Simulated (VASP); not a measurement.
KF (Carobbiite), 2 atoms in the cell. Symmetry: I4/mmm, No. 139, tetragonal system. Conventional cell: a = 3.685 Å, b = 3.685 Å, c = 5.359 Å, α = 90.00°, β = 90.00°, γ = 90.00°. Within 3.4 Å of K (site symmetry 4/mmm) lie 6 F at 2.61 to 2.68 Å. Within 3.4 Å of F (site symmetry 4/mmm) lie 6 K at 2.61 to 2.68 Å.  This cell differs from its parent crystal: in-plane strain -0.02, then relaxed in part.

| Property | Result |
| --- | --- |
| Program | VASP 6.6.1 |
| Task | single point |
| Functional | r2SCAN |
| Potentials or basis | VASP PAW PBE potentials, release 64 (K_sv, F) |
| Cutoff | 520 eV |
| k mesh | 8 × 8 × 8 |
| Occupations | gaussian, width 0.01 eV |
| Spin | no spin polarisation |
| Dipole correction | no |
| Further INCAR settings | ALGO = Normal; EDIFF = 1e-06; NBANDS = 15 |

Potentials or basis: VASP PAW PBE potentials, release 64 (K_sv, F).

Launch:

```console
$ cat potpaw_PBE.64/K_sv/POTCAR potpaw_PBE.64/F/POTCAR > POTCAR
$ cp INCAR.step1 INCAR
$ mpirun -np 1 vasp_std > vasp.out
$ cp INCAR.step2 INCAR
$ mpirun -np 1 vasp_std > vasp.out
```

Hardware: 1 thread of Intel Xeon 8259CL, with other jobs on the host.

**Question.** How long does it take, and how much memory?

**Answer.** Wall time 3.5 min on 1 thread of Intel Xeon 8259CL, with other jobs on the host, peak memory 0.18 GiB. Counts: k points 59.
